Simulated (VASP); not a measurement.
Input of a VASP 6.6.1 run:

The input INCAR:

```
SYSTEM = Cu
PREC = Accurate
ENCUT = 520
EDIFF = 1E-6
ISMEAR = 0
SIGMA = 0.1
LREAL = .FALSE.
LASPH = .TRUE.
NELM = 60
ALGO = Fast
ISIF = 2
LWAVE = .FALSE.
LCHARG = .FALSE.
LDIPOL = .TRUE.
IDIPOL = 3
DIPOL = 0.5 0.5 0.500
GGA = PE
NBANDS = 78
```

File KPOINTS:

```
regular mesh
0
G
  9 9 1
  0 0 0
```

The input POSCAR:

```
Cu
1.0
    4.4455155601      0.0000000000      0.0000000000
   -2.2227577801      3.8499294080      0.0000000000
    0.0000000000      0.0000000000     23.2869083969
Cu
12
Direct
    0.0000000000      0.3333333333      0.3650119567
    0.3333333333      0.0000000000      0.3650119567
    0.6666666667      0.6666666667      0.3650119567
    0.3333333333      0.3333333333      0.4550039856
    0.6666666667      0.0000000000      0.4550039856
    0.0000000000      0.6666666667      0.4550039856
    0.6666666667      0.3333333333      0.5444446848
    0.0000000000      0.0000000000      0.5444446848
    0.3333333333      0.6666666667      0.5444446848
    0.0000000000      0.3333333333      0.6338063932
    0.3333333333      0.0000000000      0.6338063932
    0.6666666667      0.6666666667      0.6338063932
```

Potentials or basis: VASP PAW PBE potentials, release 64 (Cu).

Command:

```console
$ cat potpaw_PBE.64/Cu/POTCAR > POTCAR
$ mpirun -np 1 vasp_std > vasp.out
```

Question: Estimate the band gap on the k mesh.

Answer: Zero (bands 66 and 67 overlap by 4.21 eV).

Question: What does it give for the largest force?

Answer: 0.053 eV/Å.

Forces on the atoms (eV/Å):
```
Cu   0.000  0.000  0.034
Cu   0.000  0.000  0.034
Cu   0.000  0.000  0.034
Cu   0.000  0.000 -0.053
Cu   0.000  0.000 -0.053
Cu   0.000  0.000 -0.053
Cu   0.000  0.000  0.000
Cu   0.000  0.000  0.000
Cu   0.000  0.000  0.000
Cu   0.000  0.000  0.020
Cu   0.000  0.000  0.020
Cu   0.000  0.000  0.020
```
